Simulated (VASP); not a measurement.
Runs of VASP 6.6.1 on Ca. The structure is that of space group Fm-3m (No. 225), or close to it. The cells are those of the table. 

| task | level | potentials or basis | cell | cutoff (eV) | gap on the mesh (eV) | pressure (GPa) |
| --- | --- | --- | --- | --- | --- | --- |
| single point | LDA | VASP PAW LDA potentials, release 64 (Ca_sv) | a = 3.898 Å, angles 60.0°, 1 atom | 500 | none | -1.6 |
| electric field gradients | PBEsol | VASP PAW PBE potentials, release 64 (Ca_sv) | a = 3.952 Å, angles 60.0°, 1 atom | 400 | none | -1.1 |
| single point | LDA | VASP PAW LDA potentials, release 64 (Ca_sv) | a = 3.952 Å, angles 60.0°, 1 atom | 500 | none | -2.1 |
| electric field gradients | LDA | VASP PAW LDA potentials, release 64 (Ca_sv) | a = 3.898 Å, angles 60.0°, 1 atom | 400 | none | -1.6 |
| electric field gradients | r2SCAN | VASP PAW PBE potentials, release 64 (Ca_sv) | a = 3.952 Å, angles 60.0°, 1 atom | 440 | none | -0.1 |
| electric field gradients | LDA | VASP PAW LDA potentials, release 64 (Ca_sv) | a = 3.952 Å, angles 60.0°, 1 atom | 400 | none | -2.1 |
| single point | PBEsol | VASP PAW PBE potentials, release 64 (Ca_sv) | a = 3.952 Å, angles 60.0°, 1 atom | 500 | none | (a) |
| single point | r2SCAN | VASP PAW PBE potentials, release 64 (Ca_sv) | a = 3.952 Å, angles 60.0°, 1 atom | 550 | none | -0.1 |

Alike in all rows: no spin polarisation; k mesh 11 × 11 × 11; smearing fermi-dirac 0.08 eV.

Estimate the missing entries.

(a) -1.2.

Caveats: the PAW data sets were made with another functional, which shifts forces and pressure a little (at least some runs).

A gap of «none» marks levels without a gap at the run's occupations.
